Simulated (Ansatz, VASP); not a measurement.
# Two plane-wave programs on PbS

The input INCAR:

```
PREC = Accurate
ENCUT = 520
EDIFF = 1E-7
ISMEAR = -1
SIGMA = 0.02
LREAL = F
LASPH = T
NELM = 80
ALGO = Normal
ISIF = 2
LWAVE = F
LCHARG = F
GGA = PE
NBANDS = 28
```

The input KPOINTS:

```
Automatic mesh
0
Gamma
  6 6 6
```

Contents of POSCAR:

```
PbS
1.0
    2.2297354250     -6.0432958250      0.0977836000
    1.9301705750      5.9392981750     -0.2017812500
   -0.1069830250     -0.1069830250      4.2793210000
Pb S
2 2
Direct
    0.8694370000      0.1305630000      0.7500000000
    0.1305630000      0.8694370000      0.2500000000
    0.6452030000      0.3547970000      0.7500000000
    0.3547970000      0.6452030000      0.2500000000
```

Input for Ansatz:

```yaml
crystal:
  lattice:
    - [2.2297354250000003, -6.043295825, 0.09778360000000001]
    - [1.9301705750000002, 5.939298175, -0.20178125000000002]
    - [-0.10698302500000001, -0.10698302500000001, 4.279321]
  atoms:
    - { symbol: Pb, position: [0.869437, 0.130563, 0.75] }
    - { symbol: Pb, position: [0.130563, 0.869437, 0.25] }
    - { symbol: S, position: [0.645203, 0.354797, 0.75] }
    - { symbol: S, position: [0.354797, 0.645203, 0.25] }
basis:
  ecutwfc: 520.0
kpoints:
  mp_grid:
    grid: [6, 6, 6]
hamiltonian:
  xc: pbe
  pseudopotentials:
    kind: paw
scf:
  occupations:
    method: fermi_dirac
    width: 0.02
output:
  stress: true
```

Alike in both runs: task single point; functional PBE; k mesh 6 × 6 × 6; occupations fermi-dirac, width 0.02 eV; no spin polarisation.

```csv
,VASP,Ansatz
version,VASP 6.6.1,Ansatz 0.2.0
potentials or method,"VASP PAW PBE potentials, release 64 (Pb_d, S), cutoff 520 eV","plane waves, PAW"
valence electrons in the cell,40,40
```

```tsv
	VASP	Ansatz	Ansatz less VASP
pressure (GPa)	1.4	1.4	+0.07
traceless stress, the component that is largest in VASP (GPa)	2.81	2.81	-0.005
```

The functional is the same, so the differences come from potentials, cutoffs and numerics.

Spin-orbit coupling is off throughout.
